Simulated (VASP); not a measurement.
Runs of VASP 6.6.1 on Nb. The structure is that of space group Im-3m (No. 229), or close to it. The cells are those of the table. 

```tsv
task	cell	k mesh	cutoff (eV)	smearing	gap on the mesh (eV)	pressure (GPa)	relaxed volume (Å³/atom)
relaxation of cell and atoms	relaxed from a = 2.868 Å, angles 109.5°, 1 atom	18 × 18 × 18	600	fermi-dirac 0.15 eV	none	0.0	18.16
relaxation of cell and atoms	relaxed from a = 2.873 Å, angles 109.5°, 1 atom	18 × 18 × 18	600	gaussian 0.1 eV	none	0.0	18.12
single point	a = 2.868 Å, angles 109.5°, 1 atom	18 × 18 × 18	520	gaussian 0.1 eV	none	-0.3	-
single point	a = 2.870 Å, angles 109.5°, 1 atom	18 × 18 × 18	520	fermi-dirac 0.15 eV	none	-0.3	-
single point	a = 2.873 Å, angles 109.5°, 1 atom	8 × 8 × 8	520	gaussian 0.1 eV	none	(a)	-
```

Alike in all rows: level PBE; potentials or basis VASP PAW PBE potentials, release 64 (Nb_sv); no spin polarisation.

Task: Estimate the missing entries.

Result: (a) -1.1.

A k mesh can miss the band edges, and the runs leave out spin-orbit coupling on Nb.

A gap of «none» marks levels without a gap at the run's occupations.
